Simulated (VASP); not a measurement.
# Ta4O (P1) in VASP: further runs

The runs below take Ta4O through single point, with PBE.

Everything below comes from runs of VASP 6.6.1. Logs are shortened: lines on timing, memory, paths and dates and some standing lists are left out, and cuts for length are marked.

## 1. The cell of the first run

The typed cell holds 5 atoms: a = 3.232 Å, b = 3.261 Å, c = 7.384 Å, α = 90.85°, β = 88.98°, γ = 90.54°.

## 2. Single point, PBE

Input file INCAR:

```
SYSTEM = Ta4O
PREC = Accurate
ENCUT = 520
EDIFF = 1E-6
ISMEAR = 0
SIGMA = 0.1
LREAL = .FALSE.
LASPH = .TRUE.
NELM = 60
ALGO = Normal
ISIF = 2
LWAVE = .FALSE.
LCHARG = .FALSE.
GGA = PE
NBANDS = 33
```

Input file KPOINTS:

```
regular mesh
0
G
  1 1 1
  0 0 0
```

Input file POSCAR:

```
Ta4O
1.0
    3.2320470291     -0.0152481768      0.0288595295
   -0.0152481768      3.2607564900     -0.0239794059
    0.0656424534     -0.0545423666      7.3830922482
Ta O
4 1
Direct
    0.0557881040      0.0175980815      0.4959207976
    0.5099888585      0.4844793375      0.7830196518
    0.4958958890      0.5104955771      0.2247411169
    0.0271957279      0.0119959521     -0.0099535760
    0.4860972249      0.4512680640      0.5148622201
```

Potentials or basis: VASP PAW PBE potentials, release 64 (Ta_pv, O).

On the command line:

```sh
> cat potpaw_PBE.64/Ta_pv/POTCAR potpaw_PBE.64/O/POTCAR > POTCAR
> mpirun -np 1 vasp_gam > vasp.out
```

OUTCAR:

```text
SYSTEM = Ta4O
   PREC = Accurate
   ENCUT = 520
   EDIFF = 1E-6
   ISMEAR = 0
   LREAL = .FALSE.
   LASPH = .TRUE.
   NELM = 60
   ISIF = 2
   GGA = PE

 ion  position               nearest neighbor table
   1  0.056  0.018  0.496-   5 1.98   5 2.33   5 2.33   5 2.60   3 2.93   3 2.93   2 2.99   2 3.12
                             2 3.15   3 3.16   3 3.19   2 3.25
   2  0.510  0.484  0.783-   5 1.98   4 2.66   4 2.76   4 2.78   4 2.84   1 2.99   1 3.12   1 3.15
                             1 3.25   3 3.26
   3  0.496  0.510  0.225-   5 2.15   4 2.81   4 2.86   4 2.91   4 2.92   1 2.93   1 2.93   1 3.16
                             1 3.19   2 3.26
   4  0.027  0.012  0.990-   2 2.66   2 2.76   2 2.78   3 2.81   2 2.84   3 2.86   3 2.91   3 2.92

   5  0.486  0.451  0.515-   1 1.98   2 1.98   3 2.15   1 2.33   1 2.33   1 2.60

  LATTYP: Found a triclinic cell.
 ALAT       =     3.2322118398
 B/A-ratio  =     1.4137652929
 C/A-ratio  =     2.2843754906
 COS(alpha) =     0.0020797679
 COS(beta)  =     0.0178528455
 COS(gamma) =     0.7005810707

  Lattice vectors:

 A1 = (   3.2320470291,  -0.0152481768,   0.0288595295)
 A2 = (   3.2167988523,   3.2455083132,   0.0048801236)
 A3 = (   0.0656424534,  -0.0545423666,   7.3830922482)

Analysis of symmetry for initial positions (statically):
=====================================================================
 Subroutine PRICEL returns:
 Original cell was already a primitive cell.

 Routine SETGRP: Setting up the symmetry group for a
 triclinic supercell.

 Subroutine GETGRP returns: Found  1 space group operations
 (whereof  1 operations were pure point group operations)
 out of a pool of  2 trial point group operations.

The static configuration has the point symmetry C_1 .

Analysis of symmetry for dynamics (positions and initial velocities):
=====================================================================
 Subroutine PRICEL returns:
 Original cell was already a primitive cell.

 Routine SETGRP: Setting up the symmetry group for a
 triclinic supercell.

 Subroutine GETGRP returns: Found  1 space group operations
 (whereof  1 operations were pure point group operations)
 out of a pool of  2 trial point group operations.

The dynamic configuration has the point symmetry C_1 .

 Subroutine INISYM returns: Found  1 space group operations
 (whereof  1 operations are pure point group operations),
 and found     1 'primitive' translations

----------------------------------------------------------------------------------------

                                     Primitive cell

  volume of cell :      77.7977

  direct lattice vectors                    reciprocal lattice vectors
     3.232047029 -0.015248177  0.028859530     0.309432641  0.001426836 -0.002740599
    -0.015248177  3.260756490 -0.023979406     0.001426836  0.306700542  0.002253055
     0.065642453 -0.054542367  7.383092248    -0.001204897  0.000990550  0.135462633

  length of vectors
     3.232211840  3.260880311  7.383585508     0.309448067  0.306712137  0.135471613

  position of ions in fractional coordinates (direct lattice)
     0.055788104  0.017598081  0.495920798
     0.509988859  0.484479337  0.783019652
     0.495895889  0.510495577  0.224741117
     0.027195728  0.011995952  0.990046424
     0.486097225  0.451268064  0.514862220

  ion indices of the primitive-cell ions
   primitive index   ion index
                 1           1
                 2           2
                 3           3
                 4           4
                 5           5

----------------------------------------------------------------------------------------

 KPOINTS: regular mesh

Automatic generation of k-mesh.
 Grid dimensions read from file:
 generate k-points for:    1    1    1

 Generating k-lattice:

  Cartesian coordinates                     Fractional coordinates (reciprocal lattice)
     0.309432641  0.001426836 -0.002740599     1.000000000  0.000000000  0.000000000
     0.001426836  0.306700542  0.002253055    -0.000000000  1.000000000  0.000000000
    -0.001204897  0.000990550  0.135462633     0.000000000 -0.000000000  1.000000000

  Length of vectors
     0.309448067  0.306712137  0.135471613

  Shift w.r.t. Gamma in fractional coordinates (k-lattice)
     0.000000000  0.000000000  0.000000000

 Subroutine IBZKPT returns following result:
 ===========================================

 Found      1 irreducible k-points:

 Following reciprocal coordinates:
            Coordinates               Weight
  0.000000  0.000000  0.000000      1.000000
   k-points           NKPTS =      1   k-points in BZ     NKDIM =      1   number of bands    NBANDS=     33
   number of dos      NEDOS =    301   number of ions     NIONS =      5
   total plane-waves  NPLWV =  32256
   dimension x,y,z NGX =    24 NGY =   24 NGZ =   56
   dimension x,y,z NGXF=    48 NGYF=   48 NGZF=  112
   ions per type =               4   1
   NGX,Y,Z   is equivalent  to a cutoff of  12.34, 12.24, 12.61 a.u.
   NGXF,Y,Z  is equivalent  to a cutoff of  24.69, 24.47, 25.22 a.u.
 SYSTEM =  Ta4O
   PREC   = accura    normal or accurate (medium, high low for compatibility)
   ISTART =      0    job   : 0-new  1-cont  2-samecut
   ICHARG =      2    charge: 1-file 2-atom 10-const
   ISPIN  =      1    spin polarized calculation?
   LNONCOLLINEAR =      F non collinear calculations
   LSORBIT =      F    spin-orbit coupling
   LASPH  =      T    aspherical Exc in radial PAW
   ENCUT  =  520.0 eV  38.22 Ry    6.18 a.u.   6.01  6.06 13.73*2*pi/ulx,y,z
   NELM   =     60;   NELMIN=  2; NELMDL= -5     # of ELM steps
   EDIFF  = 0.1E-05   stopping-criterion for ELM
   LREAL  =      F    real-space projection
   EDIFFG = 0.1E-04   stopping-criterion for IOM
   NSW    =      0    number of steps for IOM
   IBRION =     -1    ionic relax: 0-MD 1-quasi-New 2-CG
   NFREE  =      0    steps in history (QN), initial steepest desc. (CG)
   ISIF   =      2    stress and relaxation
   ISYM   =      2    0-nonsym 1-usesym 2-fastsym
   POTIM  = 0.5000    time-step for ionic-motion
   TEBEG  =    0.0;   TEEND  =   0.0 temperature during run
   PSTRESS=    0.0 pullay stress
   NELECT =      50.0000    total number of electrons
   NUPDOWN=      -1.0000    fix difference up-down
   EMIN   =  10.00;   EMAX   =-10.00  energy-range for DOS
   EFERMI =   0.00;   METHOD = LEGACY
   ISMEAR =     0;   SIGMA  =   0.10  broadening in eV -4-tet -1-fermi 0-gaus
   EFERMI_NEDOS =   21; number of points for ismear=-14 and -15
   IALGO  =     38    algorithm
   IMIX   =      4    mixing-type and parameters
     AMIX     =   0.40;   BMIX     =  1.00
     AMIX_MAG =   1.60;   BMIX_MAG =  1.00
  volume/ion in A,a.u.               =      15.56       105.00
  Fermi-wavevector in a.u.,A,eV,Ry     =   1.412784  2.669775 27.156676  1.995959
  Thomas-Fermi vector in A             =   2.534497
   LORBIT       =      0    0 simple, 1 ext, 2 COOP (PROOUT), +10 PAW based schemes
   GGA     = PE    functional components
   LHFCALC =     F    Hartree Fock is set to
   AEXX    =    0.0000 exact exchange contribution
   IVDW    =     0    specifies the selected vdW correction
   LEPSILON=     F    determine dielectric tensor
   LRPA    =     F    only Hartree local field effects (RPA)
 non-spin polarized calculation
 Gauss-broadening in eV      SIGMA  =   0.10
  energy-cutoff  :      520.00
  volume of cell :       77.80
 maximum number of plane-waves:      1044
   NGX = 13   NGY = 13   NGZ = 27

 number of electron      50.0000003 magnetization

 Free energy of the ion-electron system (eV)
  ---------------------------------------------------
  ext. energy  EPLUGINS =         0.00000000
  ---------------------------------------------------
  free energy    TOTEN  =       -54.30663002 eV

  energy without entropy =      -54.18217874  energy(sigma->0) =      -54.24440438

 E-fermi :   7.1140     XC(G=0): -12.5679

 val. band max:        7.1002009512   @ k =   0.0000   0.0000   0.0000
 cond. band min:       7.1380889200   @ k =   0.0000   0.0000   0.0000
 fundamental gap:      0.0378879688
 Fermi energy:         7.1140387223

 k-point     1 :       0.0000    0.0000    0.0000
  band No.  band energies     occupation
      1     -28.7134      2.00000
      2     -28.2544      2.00000
      3     -28.0586      2.00000
      4     -27.9179      2.00000
      5     -27.8745      2.00000
      6     -27.7634      2.00000
[... 25 lines left out ...]
     32       9.1895      0.00000
     33       9.5330      0.00000

------------------------ aborting loop because EDIFF is reached ----------------------------------------

  FORCE on cell =-STRESS in cart. coord.  units (eV):
  Direction    XX          YY          ZZ          XY          YZ          ZX
  --------------------------------------------------------------------------------------
  -------------------------------------------------------------------------------------
  Total        2.7941104      3.6872317      6.4468736      4.4682236      1.2570862      4.8504221
  in kB       57.5422975     75.9353622    132.7678119     92.0192185     25.8886074     99.8902660
  external PRESSURE =      88.7484905 kB  Pullay stress =       0.0000000 kB

 VOLUME and BASIS-vectors are now :
 -----------------------------------------------------------------------------
  energy-cutoff  :      520.00
  volume of cell :       77.80
      direct lattice vectors                 reciprocal lattice vectors
     3.232047029 -0.015248177  0.028859530     0.309432641  0.001426836 -0.002740599
    -0.015248177  3.260756490 -0.023979406     0.001426836  0.306700542  0.002253055
     0.065642453 -0.054542367  7.383092248    -0.001204897  0.000990550  0.135462633

 POSITION                                       TOTAL-FORCE (eV/Angst)
 -----------------------------------------------------------------------------------
      0.21259      0.02948      3.66262        -1.404588     -1.867863     -1.472515
      1.69232      1.52928      5.78421        -1.477231     -0.671438     -5.105130
      1.60973      1.64478      1.66135        -0.529508      0.307982      4.606038
      0.15270     -0.01530      7.31010         1.515173      0.636454      1.467961
      1.59800      1.43598      3.80448         1.896154      1.594865      0.503646
 -----------------------------------------------------------------------------------
    total drift:                                0.000374     -0.000226     -0.000281

  FREE ENERGIE OF THE ION-ELECTRON SYSTEM (eV)
  ---------------------------------------------------
  free  energy   TOTEN  =       -54.3066300224 eV

  energy  without entropy=      -54.1821787363  energy(sigma->0) =      -54.24440438
```

Run time: 7.2 s. Hardware: 1 thread of Intel Xeon 6975P-C (Granite Rapids), shared host; peak memory 0.16 GiB.

Results:

| Quantity | Value |
| --- | --- |
| Free energy | -54.3066 eV |
| Pressure | 8.9 GPa |
| Largest force | 5.357 eV/Å |
| Band gap on the k mesh | 0.04 eV |

Forces in eV/Å, atoms in the order of the input:
```
Ta  -1.405 -1.868 -1.473
Ta  -1.477 -0.671 -5.105
Ta  -0.530  0.308  4.606
Ta   1.515  0.636  1.468
O    1.896  1.595  0.504
```

Stress tensor (GPa, compression positive):
```
 5.75  9.20  9.99
 9.20  7.59  2.59
 9.99  2.59 13.28
```

Levels at points of the mesh, in eV from the valence-band top:
```tsv
k point	band 22	band 23	band 24	band 25	band 26	band 27	band 28	band 29
(0.00, 0.00, 0.00)	-1.53	-1.02	-0.78	0.00	0.04	0.13	0.45	0.53
```

Caveat: the k points lie up to 1.94 Å⁻¹ apart; spin-orbit coupling is left out, which moves the levels of the heavy elements; forces of over 1 eV/Å act on the atoms, so gaps and moduli don't describe the material at rest. A k mesh can miss the band edges.

## 3. Single point, PBE

Input file INCAR:

```
SYSTEM = Ta4O
  PREC = Accurate
  ENCUT = 520
  EDIFF = 1E-6
  ISMEAR = 0
  SIGMA = 0.1
  LREAL = .False.
  LASPH = .True.
  NELM = 60
  ALGO = Normal
  ISIF = 2
  LWAVE = .False.
  LCHARG = .False.
  GGA = PE
  NBANDS = 33
```

Input file KPOINTS:

```
regular mesh
0
Gamma
  2 2 1
  0 0 0
```

POSCAR is that of step 2.

Potentials or basis: VASP PAW PBE potentials, release 64 (Ta_pv, O).

On the command line:

```sh
> cat potpaw_PBE.64/Ta_pv/POTCAR potpaw_PBE.64/O/POTCAR > POTCAR
> mpirun -np 1 vasp_std > vasp.out
```

It took 8.6 s on 1 thread of Intel Xeon 6975P-C (Granite Rapids), shared host; peak memory 0.17 GiB.

It converged, with:

```yaml
Free_energy: -53.3189 eV
Pressure: 10.5 GPa
Largest_force: 4.509 eV/Å
Band_gap_on_the_k_mesh: 0.21 eV, direct
```

Forces in eV/Å, atoms in the order of the input:
```
Ta  -3.342 -3.027 -0.039
Ta   0.479  0.973  0.667
Ta   0.922 -0.076 -0.803
Ta  -0.792 -0.253  1.382
O    2.733  2.382 -1.207
```

Stress tensor (GPa, compression positive):
```
 3.51  3.58  1.03
 3.58  0.97  2.78
 1.03  2.78 26.87
```

Levels at points of the mesh, in eV from the valence-band top:
| k point | band 21 | band 22 | band 23 | band 24 | band 25 | band 26 | band 27 | band 28 | band 29 | band 30 |
| --- | --- | --- | --- | --- | --- | --- | --- | --- | --- | --- |
| (0.00, 0.00, 0.00) | -2.37 | -1.96 | -0.82 | -0.53 | -0.21 | 0.29 | 0.46 | 0.74 | 0.94 | 1.36 |
| (0.50, 0.00, 0.00) | -2.06 | -1.50 | -1.29 | -0.76 | 0.00 | 0.21 | 0.50 | 1.01 | 1.26 | 1.60 |
| (0.00, 0.50, 0.00) | -1.92 | -1.45 | -1.19 | -0.80 | -0.02 | 0.25 | 0.39 | 1.18 | 1.40 | 1.60 |
| (0.50, 0.50, 0.00) | -2.69 | -2.08 | -1.92 | -1.02 | -0.94 | 0.77 | 1.88 | 2.50 | 3.08 | 3.17 |

Caveat: the k points lie up to 0.97 Å⁻¹ apart; spin-orbit coupling is left out, which moves the levels of the heavy elements; forces of over 1 eV/Å act on the atoms, so gaps and moduli don't describe the material at rest. A k mesh can miss the band edges.

(Continued in part 2 of 2.)
